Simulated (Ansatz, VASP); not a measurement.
## Mg5Se: VASP beside Ansatz

```xyz
6
Lattice="3.0963 1.7877 4.1474 -3.0963 1.7877 4.1474 0.0000 -3.5753 4.1474" Properties=species:S:1:pos:R:3 pbc="T T T"
Mg    0.0000    0.0000    1.4890
Mg    0.0000    0.0000   10.9533
Mg    0.0000    1.7877    4.1474
Mg   -1.5482   -0.8938    4.1474
Mg    1.5482   -0.8938    4.1474
Se    0.0000    0.0000    6.2211
```

Alike in both runs: functional PBE; k mesh 12 × 12 × 12; occupations gaussian, width 0.1 eV; no spin polarisation.

Ansatz relaxed the structure, and its values are those at the end. VASP's run is a single point on that final structure, the one shown.

|  | VASP | Ansatz |
| --- | --- | --- |
| version | VASP 6.6.1 | Ansatz 0.2.0 |
| potentials or method | VASP PAW PBE potentials, release 64 (Mg, Se), cutoff 520 eV | scalar-relativistic, plane waves, PAW |
| valence electrons in the cell | 16 | 66 |

|  | VASP | Ansatz | Ansatz less VASP |
| --- | --- | --- | --- |
| gap on the k mesh at the Fermi level (eV) | none | none | - |
| pressure (GPa) | -0.1 | 0.0 | +0.12 |

A gap of «none» marks a metal or a gap that the smearing closes. The functional is the same, so the differences come from potentials, cutoffs and numerics. VASP's potentials hold 16 valence electrons a cell and Ansatz's 66, so a difference there can come from the potentials and not from the codes.
